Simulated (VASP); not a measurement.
Au, 2 atoms in the cell. The structure is hexagonal, space group P6_3/mmc (No. 194). Conventional cell: a = 2.794 Å, b = 2.794 Å, c = 5.030 Å, α = 90.00°, β = 90.00°, γ = 120.00°. Within 3.7 Å of Au (site symmetry -6m2) lie 12 Au at 2.79 to 2.99 Å. This isn't the form of Au at room conditions, which is fcc. This cell differs from its parent crystal: strain -0.025 along x and y, +0.050 along z.

| Item | Value |
| --- | --- |
| Program | VASP 6.6.1 |
| Task | single point |
| Functional | PBEsol |
| Potentials or basis | VASP PAW PBE potentials, release 64 (Au) |
| Cutoff | 520 eV |
| k mesh | 24 × 24 × 12 |
| Occupations | gaussian, width 0.15 eV |
| Spin | no spin polarisation |
| Dipole correction | no |
| Further INCAR settings | ALGO = Fast; EDIFF = 1e-06; NBANDS = 18 |

Potentials or basis: VASP PAW PBE potentials, release 64 (Au).

Run with:

```console
$ cat potpaw_PBE.64/Au/POTCAR > POTCAR
$ mpirun -np 1 vasp_std > vasp.out
```

Hardware: 1 thread of Intel(R) Xeon(R) 6975P-C (Granite Rapids), on a shared host.

Problem. Estimate the wall time of this run.

Solution. Run time: 110 s on 1 thread of Intel(R) Xeon(R) 6975P-C (Granite Rapids) (shared host), peak memory 0.32 GiB. Counts: scf iterations 12, k points 427.
